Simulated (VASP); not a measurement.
# Te (P6_3/mmc) in VASP: further runs

The runs below take Te through single point, with PBEsol.

Everything below comes from runs of VASP 6.6.1. Logs are shortened: lines on timing, memory, paths and dates and some standing lists are left out, and cuts for length are marked.

## (1) The cell of the first run

Symmetry: P6_3/mmc, No. 194, hexagonal system. The conventional cell has a = 4.020 Å, b = 4.020 Å, c = 8.569 Å, α = 90.00°, β = 90.00°, γ = 120.00°. Te (site symmetry -3m) has 14 Te at 3.16 to 4.28 Å within 4.3 Å. Te (site symmetry -6m2) has 12 Te at 3.16 to 4.02 Å within 4.2 Å.

This isn't the form of Te at room conditions, which is trigonal, of chains.

## (2) Single point, PBEsol

INCAR reads:

```
SYSTEM = Te
PREC = Accurate ; ENCUT = 520
EDIFF = 1E-6 ; ISMEAR = -1
SIGMA = 0.1 ; LREAL = .FALSE.
LASPH = .TRUE. ; NELM = 100
ALGO = Normal ; ISIF = 2
LWAVE = .FALSE. ; LCHARG = .TRUE.
GGA = PS ; LELF = .TRUE.
LVHAR = .TRUE. ; NBANDS = 20
```

KPOINTS reads:

```
regular mesh
0
G
  11 11 3
  0 0 0
```

POSCAR reads:

```
Te
1.0
    4.0203904083      0.0000000000      0.0000000000
   -2.0101952041      3.4817602267      0.0000000000
    0.0000000000      0.0000000000      8.5686625367
Te
4
Direct
    1.0000000000      0.0000000000      0.0000000000
    1.0000000000      0.0000000000      0.5000000000
    0.3333333333      0.6666666667      0.2500000000
    0.6666666667      0.3333333333      0.7500000000
```

Potentials or basis: VASP PAW PBE potentials, release 64 (Te).

On the command line:

```bash
$ cat potpaw_PBE.64/Te/POTCAR > POTCAR
$ mpirun -np 1 vasp_std > vasp.out
```

OUTCAR:

```text
SYSTEM = Te
   PREC = Accurate
   ENCUT = 520
   EDIFF = 1E-6
   ISMEAR = -1
   LREAL = .FALSE.
   LASPH = .TRUE.
   NELM = 100
   ISIF = 2
   GGA = PS

 ion  position               nearest neighbor table
   1  0.000  0.000  0.000-   3 3.16   4 3.16   3 3.16   4 3.16   4 3.16   3 3.16
   2  0.000  0.000  0.500-   3 3.16   4 3.16   3 3.16   4 3.16   4 3.16   3 3.16
   3  0.333  0.667  0.250-   1 3.16   2 3.16   1 3.16   2 3.16   1 3.16   2 3.16
   4  0.667  0.333  0.750-   1 3.16   2 3.16   1 3.16   2 3.16   1 3.16   2 3.16

  LATTYP: Found a hexagonal cell.
 ALAT       =     4.0203904083
 C/A-ratio  =     2.1313011092

  Lattice vectors:

 A1 = (   4.0203904083,   0.0000000000,   0.0000000000)
 A2 = (  -2.0101952041,   3.4817602267,   0.0000000000)
 A3 = (   0.0000000000,   0.0000000000,   8.5686625367)

Analysis of symmetry for initial positions (statically):
=====================================================================
 Subroutine PRICEL returns:
 Original cell was already a primitive cell.

 Routine SETGRP: Setting up the symmetry group for a
 hexagonal supercell.

 Subroutine GETGRP returns: Found 24 space group operations
 (whereof 12 operations were pure point group operations)
 out of a pool of 24 trial point group operations.

The static configuration has the point symmetry D_3d.
 The point group associated with its full space group is D_6h.

Analysis of symmetry for dynamics (positions and initial velocities):
=====================================================================
 Subroutine PRICEL returns:
 Original cell was already a primitive cell.

 Routine SETGRP: Setting up the symmetry group for a
 hexagonal supercell.

 Subroutine GETGRP returns: Found 24 space group operations
 (whereof 12 operations were pure point group operations)
 out of a pool of 24 trial point group operations.

The dynamic configuration has the point symmetry D_3d.
 The point group associated with its full space group is D_6h.

 Subroutine INISYM returns: Found 24 space group operations
 (whereof 12 operations are pure point group operations),
 and found     1 'primitive' translations

----------------------------------------------------------------------------------------

                                     Primitive cell

  volume of cell :     119.9444

  direct lattice vectors                    reciprocal lattice vectors
     4.020390408  0.000000000  0.000000000     0.248732063  0.143605523  0.000000000
    -2.010195204  3.481760227  0.000000000     0.000000000  0.287211047  0.000000000
     0.000000000  0.000000000  8.568662537     0.000000000  0.000000000  0.116704328

  length of vectors
     4.020390408  4.020390408  8.568662537     0.287211047  0.287211047  0.116704328

  position of ions in fractional coordinates (direct lattice)
     0.000000000  0.000000000  0.000000000
     0.000000000  0.000000000  0.500000000
     0.333333333  0.666666667  0.250000000
     0.666666667  0.333333333  0.750000000

  ion indices of the primitive-cell ions
   primitive index   ion index
                 1           1
                 2           2
                 3           3
                 4           4

----------------------------------------------------------------------------------------

 KPOINTS: regular mesh

Automatic generation of k-mesh.
 Grid dimensions read from file:
 generate k-points for:   11   11    3

 Generating k-lattice:

  Cartesian coordinates                     Fractional coordinates (reciprocal lattice)
     0.022612006  0.013055048  0.000000000     0.090909091  0.000000000  0.000000000
     0.000000000  0.026110095  0.000000000     0.000000000  0.090909091  0.000000000
     0.000000000  0.000000000  0.038901443     0.000000000  0.000000000  0.333333333

  Length of vectors
     0.026110095  0.026110095  0.038901443

  Shift w.r.t. Gamma in fractional coordinates (k-lattice)
     0.000000000  0.000000000  0.000000000

 Subroutine IBZKPT returns following result:
 ===========================================

 Found     32 irreducible k-points:

 Following reciprocal coordinates:
            Coordinates               Weight
  0.000000  0.000000  0.000000      1.000000
  0.090909 -0.000000  0.000000      6.000000
  0.181818  0.000000  0.000000      6.000000
  0.272727 -0.000000  0.000000      6.000000
  0.363636  0.000000  0.000000      6.000000
  0.454545  0.000000  0.000000      6.000000
[... 16 lines left out ...]
  0.090909  0.090909  0.333333     12.000000
  0.181818  0.090909  0.333333     24.000000
 [... further k-points ...]
   k-points           NKPTS =     32   k-points in BZ     NKDIM =     32   number of bands    NBANDS=     20
   number of dos      NEDOS =    301   number of ions     NIONS =      4
   total plane-waves  NPLWV =  57600
   dimension x,y,z NGX =    30 NGY =   30 NGZ =   64
   dimension x,y,z NGXF=    60 NGYF=   60 NGZF=  128
   ions per type =               4
[... 92 lines left out ...]
  band No.  band energies     occupation
      1      -6.4455      2.00000
      2      -4.7263      2.00000
      3      -4.6344      2.00000
      4      -1.5975      2.00000
      5       2.8761      2.00000
      6       3.7055      2.00000
[... 12 lines left out ...]
     19      13.4068      0.00000
     20      14.0207      0.00000

 k-point     4 :       0.2727   -0.0000    0.0000
  band No.  band energies     occupation
      1      -6.0476      2.00000
      2      -4.4636      2.00000
      3      -4.3491      2.00000
      4      -2.0749      2.00000
      5       2.5799      2.00000
      6       2.8684      2.00000
[... 12 lines left out ...]
     19      13.5789      0.00000
     20      13.9003      0.00000

 k-point     5 :       0.3636    0.0000    0.0000
  band No.  band energies     occupation
      1      -5.5319      2.00000
      2      -4.2253      2.00000
      3      -4.0392      2.00000
      4      -2.6500      2.00000
      5       1.6885      2.00000
      6       2.0851      2.00000
[... 12 lines left out ...]
     19      14.3098      0.00000
     20      14.9772      0.00000

 k-point     6 :       0.4545    0.0000    0.0000
  band No.  band energies     occupation
      1      -5.0096      2.00000
      2      -4.2191      2.00000
      3      -3.8232      2.00000
      4      -3.0524      2.00000
      5       1.1740      2.00000
      6       1.5715      2.00000
[... 12 lines left out ...]
     19      14.7746      0.00000
     20      14.8820      0.00000

 k-point     7 :       0.0909    0.0909    0.0000
  band No.  band energies     occupation
      1      -6.5272      2.00000
      2      -4.7855      2.00000
      3      -4.6968      2.00000
      4      -1.5010      2.00000
      5       2.8057      2.00000
      6       4.0704      2.00000
[... 12 lines left out ...]
     19      13.7509      0.00000
     20      13.7981      0.00000
[... 277 lines left out ...]
 k-point    20 :       0.2727   -0.0000    0.3333
  band No.  band energies     occupation
      1      -5.8545      2.00000
      2      -5.2900      2.00000
      3      -3.3482      2.00000
      4      -2.4337      2.00000
      5       2.2495      2.00000
      6       2.6764      2.00000
[... 12 lines left out ...]
     19      13.8451      0.00000
     20      14.6769      0.00000

 k-point    21 :       0.3636    0.0000    0.3333
  band No.  band energies     occupation
      1      -5.3583      2.00000
      2      -4.8640      2.00000
      3      -3.3665      2.00000
      4      -2.8295      2.00000
      5       1.6996      2.00000
      6       2.5100      2.00000
[... 12 lines left out ...]
     19      14.1759      0.00000
     20      15.4048      0.00000

 k-point    22 :       0.4545    0.0000    0.3333
  band No.  band energies     occupation
      1      -4.8751      2.00000
      2      -4.5254      2.00000
      3      -3.5483      2.00000
      4      -3.2071      2.00000
      5       1.5829      2.00000
      6       2.1044      2.00000
[... 12 lines left out ...]
     19      13.8892      0.00000
     20      15.5220      0.00000

 k-point    23 :       0.0909    0.0909    0.3333
  band No.  band energies     occupation
      1      -6.3226      2.00000
      2      -5.7174      2.00000
      3      -3.4785      2.00000
      4      -2.1697      2.00000
      5       3.0435      2.00000
      6       3.6045      2.00000
[... 12 lines left out ...]
     19      12.8784      0.00000
     20      12.9379      0.00000

 k-point    24 :       0.1818    0.0909    0.3333
  band No.  band energies     occupation
      1      -6.0064      2.00000
      2      -5.4265      2.00000
      3      -3.3745      2.00000
      4      -2.3286      2.00000
      5       2.6125      2.00000
      6       2.8139      2.00000
[... 12 lines left out ...]
     19      12.6773      0.00000
     20      13.5169      0.00000

 [... further k-points ...]

------------------------ aborting loop because EDIFF is reached ----------------------------------------

  FORCE on cell =-STRESS in cart. coord.  units (eV):
  Direction    XX          YY          ZZ          XY          YZ          ZX
  --------------------------------------------------------------------------------------
  -------------------------------------------------------------------------------------
  Total        0.0145273      0.0145273      0.0405648      0.0000000      0.0000000      0.0000000
  in kB        0.1940503      0.1940503      0.5418511      0.0000000      0.0000000      0.0000000
  external PRESSURE =       0.3099839 kB  Pullay stress =       0.0000000 kB

 VOLUME and BASIS-vectors are now :
 -----------------------------------------------------------------------------
  energy-cutoff  :      520.00
  volume of cell :      119.94
      direct lattice vectors                 reciprocal lattice vectors
     4.020390408  0.000000000  0.000000000     0.248732063  0.143605523  0.000000000
    -2.010195204  3.481760227  0.000000000     0.000000000  0.287211047  0.000000000
     0.000000000  0.000000000  8.568662537     0.000000000  0.000000000  0.116704328

 POSITION                                       TOTAL-FORCE (eV/Angst)
 -----------------------------------------------------------------------------------
      0.00000      0.00000      0.00000         0.000000      0.000000      0.000000
      0.00000      0.00000      4.28433         0.000000      0.000000      0.000000
     -0.00000      2.32117      2.14217        -0.000000      0.000000     -0.000000
      2.01020      1.16059      6.42650         0.000000      0.000000     -0.000000
 -----------------------------------------------------------------------------------
    total drift:                               -0.000000      0.000000     -0.000000

  FREE ENERGIE OF THE ION-ELECTRON SYSTEM (eV)
  ---------------------------------------------------
  free  energy   TOTEN  =       -13.6943697085 eV

  energy  without entropy=      -13.5958323341  energy(sigma->0) =      -13.64510102
```

Wall time 27 s (1 thread of Intel Xeon 6975P-C (Granite Rapids), shared host); peak memory 0.25 GiB.

What came out:

- Free energy: -13.6944 eV
- Pressure: 0.0 GPa
- Band gap on the k mesh: zero (bands 12 and 13 overlap by 2.20 eV)

Caveat: the PAW data sets were made with another functional, which shifts forces and pressure a little; spin-orbit coupling is left out, which moves the levels of the heavy elements.

## (3) Single point, PBEsol (26.39 Å³/atom)

This run uses another cell than the first one, of 26.39 Å³/atom.

INCAR reads:

```
SYSTEM = Te
  PREC = Accurate
  ENCUT = 520
  EDIFF = 1E-7
  ISMEAR = -1
  SIGMA = 0.1
  LREAL = .FALSE.
  LASPH = .TRUE.
  NELM = 80
  ALGO = Normal
  ISIF = 2
  LWAVE = .FALSE.
  LCHARG = .FALSE.
  GGA = PS
  NBANDS = 20
```

KPOINTS reads:

```
Automatic mesh
0
G
  10 10 4
  0 0 0
```

POSCAR reads:

```
Te
1.0
    3.8526756871      0.0000000000      0.0000000000
   -1.9263378435      3.3365150176      0.0000000000
    0.0000000000      0.0000000000      8.2112119653
Te
4
Direct
    1.0000000000      0.0000000000      0.0000000000
    1.0000000000      0.0000000000      0.5000000000
    0.3333333333      0.6666666667      0.2500000000
    0.6666666667      0.3333333333      0.7500000000
```

Potentials or basis: VASP PAW PBE potentials, release 64 (Te).

On the command line:

```bash
$ cat potpaw_PBE.64/Te/POTCAR > POTCAR
$ mpirun -np 1 vasp_std > vasp.out
```

Run time: 37 s. Hardware: 1 thread of Intel Xeon 6975P-C (Granite Rapids), shared host; peak memory 0.25 GiB.

It converged, with:

```
Free energy            : -13.3476 eV
Pressure               : 10.1 GPa
Band gap on the k mesh : zero (bands 12 and 13 overlap by 2.64 eV)
```

Stress tensor (GPa, compression positive):
```
 8.52  0.00  0.00
 0.00  8.52  0.00
 0.00  0.00 13.39
```

Levels at points of the mesh, in eV from the Fermi level:
| k point | band 10 | band 11 | band 12 | band 13 | band 14 | band 15 |
| --- | --- | --- | --- | --- | --- | --- |
| (0.00, 0.00, 0.00) | -0.52 | -0.52 | -0.41 | 0.13 | 1.30 | 1.30 |
| (0.50, 0.00, 0.00) | -2.36 | -2.21 | -1.86 | -1.79 | 1.67 | 2.13 |
| (0.00, 0.00, 0.50) | -1.81 | 0.57 | 0.57 | 0.57 | 0.57 | 2.04 |
| (0.50, 0.00, 0.50) | -3.54 | 0.06 | 0.06 | 0.77 | 0.77 | 1.14 |

Caveat: the cell stands under pressure; the PAW data sets were made with another functional, which shifts forces and pressure a little; spin-orbit coupling is left out, which moves the levels of the heavy elements.

## (4) Single point, PBEsol (27.59 Å³/atom)

This run uses another cell than the first one, of 27.59 Å³/atom.

INCAR reads:

```
  PREC = Accurate
  ENCUT = 520
  EDIFF = 1E-6
  ISMEAR = -1
  SIGMA = 0.1
  LREAL = False
  LASPH = True
  NELM = 80
  ALGO = Normal
  ISIF = 2
  LWAVE = False
  LCHARG = False
  GGA = PS
  NBANDS = 20
```

KPOINTS reads:

```
regular mesh
0
Gamma
  10 10 4
```

POSCAR reads:

```
Te
1.0
    3.9101867881      0.0000000000      0.0000000000
   -1.9550933940      3.3863210921      0.0000000000
    0.0000000000      0.0000000000      8.3337854388
Te
4
Direct
    1.0000000000      0.0000000000      0.0000000000
    1.0000000000      0.0000000000      0.5000000000
    0.3333333333      0.6666666667      0.2500000000
    0.6666666667      0.3333333333      0.7500000000
```

On the command line:

```bash
$ cat potpaw_PBE.64/Te/POTCAR > POTCAR
$ mpirun -np 1 vasp_std > vasp.out
```

It took 32 s on 1 thread of Intel Xeon 6975P-C (Granite Rapids), shared host; peak memory 0.26 GiB.

The run converged. Its results:

```yaml
Free_energy: -13.5871 eV
Pressure: 6.0 GPa
Band_gap_on_the_k_mesh: zero (bands 12 and 13 overlap by 2.49 eV)
```

Stress tensor (GPa, compression positive):
```
5.09 0.00 0.00
0.00 5.09 0.00
0.00 0.00 7.84
```

Levels at points of the mesh, in eV from the Fermi level:
```csv
k point,band 8,band 9,band 10,band 11,band 12,band 13,band 14,band 15,band 16,band 17
"(0.00, 0.00, 0.00)",-0.89,-0.89,-0.52,-0.50,-0.50,-0.05,1.25,1.25,2.86,3.21
"(0.50, 0.00, 0.00)",-2.82,-2.32,-2.22,-2.17,-1.74,-1.68,1.69,2.33,2.61,3.32
"(0.00, 0.00, 0.50)",-1.73,-1.73,-1.73,0.56,0.56,0.56,0.56,1.91,1.91,4.10
"(0.50, 0.00, 0.50)",-4.93,-3.35,-3.35,0.13,0.13,0.75,0.75,1.07,1.07,4.11
```

Caveat: the cell stands under pressure; the PAW data sets were made with another functional, which shifts forces and pressure a little; spin-orbit coupling is left out, which moves the levels of the heavy elements.

## (5) Single point, PBEsol (28.79 Å³/atom)

This run uses another cell than the first one, of 28.79 Å³/atom.

INCAR reads:

```
SYSTEM = Te
PREC     = Accurate       ! precision mode
ENCUT    = 520            ! plane-wave cutoff, eV
EDIFF    = 1E-7           ! SCF threshold, eV
ISMEAR   = -1             ! smearing method
SIGMA    = 0.1            ! smearing width, eV
LREAL    = .FALSE.        ! projectors in reciprocal space
LASPH    = .TRUE.         ! aspherical terms in the spheres
NELM     = 100            ! most SCF steps
ALGO     = Normal         ! electronic algorithm
ISIF     = 2              ! what is computed and relaxed
LWAVE    = .FALSE.        ! write WAVECAR
LCHARG   = .FALSE.        ! write CHGCAR
GGA      = PS             ! functional
NBANDS   = 20             ! bands
```

KPOINTS reads:

```
regular mesh
0
G
  10 10 4
  0 0 0
```

POSCAR reads:

```
Te
1.0
    3.9660541474      0.0000000000      0.0000000000
   -1.9830270737      3.4347036444      0.0000000000
    0.0000000000      0.0000000000      8.4528556035
Te
4
Direct
    1.0000000000      0.0000000000      0.0000000000
    1.0000000000      0.0000000000      0.5000000000
    0.3333333333      0.6666666667      0.2500000000
    0.6666666667      0.3333333333      0.7500000000
```

On the command line:

```bash
$ cat potpaw_PBE.64/Te/POTCAR > POTCAR
$ mpirun -np 1 vasp_std > vasp.out
```

Wall time 39 s (1 thread of Intel Xeon 6975P-C (Granite Rapids), shared host); peak memory 0.26 GiB.

Results (log left out):

```
Free energy            : -13.7157 eV
Pressure               : 2.7 GPa
Band gap on the k mesh : zero (bands 12 and 13 overlap by 2.34 eV)
```

Stress tensor (GPa, compression positive):
```
2.35 0.00 0.00
0.00 2.35 0.00
0.00 0.00 3.40
```

Levels at points of the mesh, in eV from the Fermi level:
```
           k point  band 9  band 10  band 11  band 12  band 13  band 14  band 15  band 16
(0.00, 0.00, 0.00)   -0.84    -0.61    -0.48    -0.48    -0.20     1.20     1.20     3.01
(0.50, 0.00, 0.00)   -2.21    -2.13    -2.09    -1.64    -1.58     1.71     2.46     2.51
(0.00, 0.00, 0.50)   -1.65    -1.65     0.54     0.54     0.54     0.54     1.77     1.77
(0.50, 0.00, 0.50)   -3.18    -3.18     0.19     0.19     0.73     0.73     1.01     1.01
```

Caveat: the PAW data sets were made with another functional, which shifts forces and pressure a little; spin-orbit coupling is left out, which moves the levels of the heavy elements.

## (6) The runs side by side

```csv
cell,k mesh,gap on the mesh (eV),pressure (GPa)
"a = 4.020, b = 4.020, c = 8.569 Å, angles 90.0, 90.0, 120.0°, 4 atoms",11 × 11 × 3,none,0.0
"a = 3.853, b = 3.853, c = 8.211 Å, angles 90.0, 90.0, 120.0°, 4 atoms",10 × 10 × 4,none,10.1
"a = 3.910, b = 3.910, c = 8.334 Å, angles 90.0, 90.0, 120.0°, 4 atoms",10 × 10 × 4,none,6.0
"a = 3.966, b = 3.966, c = 8.453 Å, angles 90.0, 90.0, 120.0°, 4 atoms",10 × 10 × 4,none,2.7
```

Alike in all rows: task single point; level PBEsol; potentials or basis VASP PAW PBE potentials, release 64 (Te); no spin polarisation; cutoff (eV) 520; smearing fermi-dirac 0.1 eV.

Caveats: the PAW data sets were made with another functional, which shifts forces and pressure a little; spin-orbit coupling is left out, which moves the levels of the heavy elements; the cell stands under pressure (at least some runs).

Total energies depend on the potentials used, so only differences within one code and one set of settings carry meaning.
